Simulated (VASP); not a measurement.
The system is Mg3Si2N.

```xyz
6
Lattice="3.3866 0.0000 0.0000 0.0000 3.3866 0.0000 0.0000 0.0000 7.4222" Properties=species:S:1:pos:R:3 pbc="T T T"
Mg    1.6933    1.6933    0.0000
Mg    0.0000    1.6933    2.8353
Mg    1.6933    0.0000    4.5869
Si    0.0000    1.6933    5.4479
Si    1.6933    0.0000    1.9743
N     0.0000    0.0000    0.0000
```

The cell was generated, and may not be a known phase.

* Program: VASP 6.6.1
* Task: relaxation of cell and atoms
* Functional: PBE
* Potentials or basis: VASP PAW PBE potentials, release 64 (Mg, Si, N)
* Cutoff: 600 eV
* k mesh: 6 × 6 × 4
* Occupations: gaussian, width 0.1 eV
* Spin: no spin polarisation

At the start: pressure 13.0 GPa; volume 14.19 Å³/atom.

Question: How do energy, volume and symmetry change on relaxing?

Answer: Over 27 steps the energy falls by 273.9 meV/atom and the volume is 16.20 Å³/atom (+14.2 %); space group P-4m2 (No. 115, to 0.1 Å) before and after.

The path:
```csv
step,energy change (eV),largest force (eV/Å),pressure (GPa),volume (Å³)
1,0.0000,0.8933,13.03,85.13
2,-0.5359,0.3774,-1.53,100.13
3,-0.5401,0.4068,-0.57,98.68
4,-0.5739,0.3293,-0.37,98.25
5,-0.6550,0.2577,0.46,96.87
6,-0.8026,0.4664,2.74,93.80
7,-0.9495,1.1416,11.42,86.52
8,-0.9841,0.7846,9.01,88.22
9,-0.9697,1.0234,10.60,87.08
10,-0.9748,1.0372,10.61,87.08
11,-0.9887,1.0795,10.66,87.07
12,-1.0103,1.1652,10.79,87.05
13,-1.0300,1.3481,11.14,86.96
14,-1.0581,1.3180,10.75,87.25
15,-1.1373,1.2303,9.60,88.14
16,-1.2738,1.0666,7.44,89.94
17,-1.4672,0.7744,3.64,93.60
18,-1.5722,0.3702,-2.34,101.15
19,-1.5785,0.4241,-1.41,99.75
20,-1.5896,0.3900,-1.25,99.49
21,-1.6149,0.2875,-0.73,98.69
22,-1.6287,0.1435,0.42,97.08
23,-1.6298,0.1305,0.17,97.42
24,-1.6320,0.1208,0.10,97.49
25,-1.6372,0.0908,-0.10,97.72
26,-1.6416,0.0263,-0.51,98.16
27,-1.6433,0.0218,0.15,97.21
```

Final structure:
```yaml
crystal:
  lattice:
    - [3.03685, 0.00000, 0.00000]
    - [0.00000, 3.03685, 0.00000]
    - [0.00000, 0.00000, 10.54010]
  atoms:
    - { symbol: Mg, position: [0.50000, 0.50000, 0.00000] }
    - { symbol: Mg, position: [0.00000, 0.50000, 0.39061] }
    - { symbol: Mg, position: [0.50000, 0.00000, 0.60939] }
    - { symbol: Si, position: [0.00000, 0.50000, 0.78467] }
    - { symbol: Si, position: [0.50000, 0.00000, 0.21533] }
    - { symbol: N, position: [0.00000, 0.00000, 0.00000] }
```

Caveat: a cell axis changed by over 15 % at a fixed basis, so the end point is rough; an odd number of electrons without spin polarisation forces a metal; a magnetic or distorted state may lie lower.
